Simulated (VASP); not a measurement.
Wanted: the native input for a VASP 6.6.1 run.

```
Task                   : single point
Functional             : r2SCAN
Dispersion             : rVV10
Potentials or basis    : VASP PAW PBE potentials, release 64 (Al, As)
Cutoff                 : 550 eV
k mesh                 : 8 × 8 × 8
Occupations            : gaussian, width 0.02 eV
Spin                   : no spin polarisation
Dipole correction      : no
Further INCAR settings : ALGO = Normal; EDIFF = 1e-06; NBANDS = 11
```

AlAs (r.b):

```
Al As
1.0
     0.00000    2.83153    2.83153
     2.83153    0.00000    2.83153
     2.83153    2.83153    0.00000
Al As
1 1
Direct
  0.00000 0.00000 0.00000
  0.25000 0.25000 0.25000
```

One way to write it, as run:

POSCAR

```
AlAs
1.0
    0.0000000000      2.8315299535      2.8315299535
    2.8315299535      0.0000000000      2.8315299535
    2.8315299535      2.8315299535      0.0000000000
Al As
1 1
Direct
    0.0000000000      0.0000000000      0.0000000000
    0.2500000000      0.2500000000      0.2500000000
```

INCAR.step1

```
SYSTEM = AlAs
ALGO = Normal
EDIFF = 1E-5
ENCUT = 550
GGA = PE
GGA_COMPAT = .False.
ISMEAR = 0
LASPH = .True.
LCHARG = .False.
LREAL = .False.
LWAVE = .True.
NBANDS = 11
NELM = 120
PREC = Accurate
SIGMA = 0.02
```

INCAR.step2

```
SYSTEM = AlAs
ALGO = Normal
BPARAM = 11.95
CPARAM = 0.0093
EDIFF = 1E-6
ENCUT = 550
GGA_COMPAT = .False.
ISIF = 2
ISMEAR = 0
ISTART = 1
IVDW_NL = 2
LASPH = .True.
LCHARG = .True.
LELF = .True.
LMIXTAU = .True.
LREAL = .False.
LUSE_VDW = .True.
LVHAR = .True.
LWAVE = .False.
METAGGA = R2SCAN
NBANDS = 11
NELM = 120
PREC = Accurate
SIGMA = 0.02
```

KPOINTS

```
k-points
0
Gamma
  8 8 8
  0 0 0
```

Potentials or basis: VASP PAW PBE potentials, release 64 (Al, As).

Launch:

```bash
$ cat potpaw_PBE.64/Al/POTCAR potpaw_PBE.64/As/POTCAR > POTCAR
$ cp INCAR.step1 INCAR
$ mpirun -np 1 vasp_std > vasp.out
$ cp INCAR.step2 INCAR
$ mpirun -np 1 vasp_std > vasp.out
```

Results of the run:

```json
{
 "Pressure": "0.1 GPa",
 "Band gap on the k mesh": "1.74 eV, indirect (least direct gap 2.67 eV)"
}
```

Caveat: the PAW data sets were made with another functional, which shifts forces and pressure a little.

Wall time 65 s on 1 thread of Intel(R) Xeon(R) Platinum 8488C (Sapphire Rapids), on a shared host, peak memory 0.32 GiB.
